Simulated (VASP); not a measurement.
**Al6W: single point with PBE**

Al6W:

```
Al W
1.0
     5.38024    0.00000    0.00000
     0.00000    5.38024    0.00000
     0.00000    0.00000    4.08297
Al W
6 1
Direct
  0.75287 0.75287 0.16422
  0.24713 0.24713 0.16422
  0.24713 0.75287 0.16422
  0.75287 0.24713 0.16422
  0.50000 0.00000 0.68321
  0.00000 0.50000 0.68321
  0.50000 0.50000 0.60623
```

The cell was built from a structure type or drawn by symmetry, and may not be a known phase.

- Program: VASP 6.6.1
- Task: single point
- Functional: PBE
- Potentials or basis: VASP PAW PBE potentials, release 64 (Al, W_sv)
- Cutoff: 500 eV
- k mesh: 4 × 4 × 4
- Occupations: gaussian, width 0.1 eV
- Spin: no spin polarisation
- Dipole correction: no
- Further INCAR settings: ALGO = Normal; EDIFF = 1e-06; NBANDS = 25

* Pressure: 3.9 GPa
* Largest force: 2.221 eV/Å
* Band gap on the k mesh: zero (bands 16 and 17 overlap by 1.31 eV)

Forces in eV/Å, atoms in the order of the input:
```
Al   0.139  0.139 -0.392
Al  -0.139 -0.139 -0.392
Al  -0.139  0.139 -0.392
Al   0.139 -0.139 -0.392
Al   0.000  0.000 -0.326
Al   0.000  0.000 -0.326
W    0.000  0.000  2.221
```

Stress tensor (GPa, compression positive):
```
 6.74  0.00  0.00
 0.00  6.74  0.00
 0.00  0.00 -1.85
```

Levels at points of the mesh, in eV from the Fermi level:
```csv
k point,band 14,band 15,band 16,band 17,band 18,band 19
"(0.00, 0.00, 0.00)",-1.80,-1.18,-1.18,-0.33,0.93,1.35
"(0.50, 0.00, 0.00)",-1.44,-0.69,0.02,0.13,0.74,2.34
"(0.50, 0.50, 0.00)",0.57,0.68,0.68,0.72,1.17,1.76
"(0.00, 0.00, 0.50)",-1.88,-0.94,-0.94,-0.22,0.63,1.81
"(0.50, 0.00, 0.50)",-2.35,-1.73,-0.61,-0.41,0.01,1.89
"(0.50, 0.50, 0.50)",-0.78,-0.78,0.08,0.91,1.67,1.96
```

Wall time 20 s on 1 thread of Intel(R) Xeon(R) 6975P-C (Granite Rapids) (shared host), peak memory 0.22 GiB.

Caveat: the k points lie up to 0.38 Å⁻¹ apart, too coarse for converged energies and pressures of a metal; spin-orbit coupling is left out, which moves the levels of the heavy elements; forces of over 1 eV/Å act on the atoms, so gaps and moduli don't describe the material at rest.
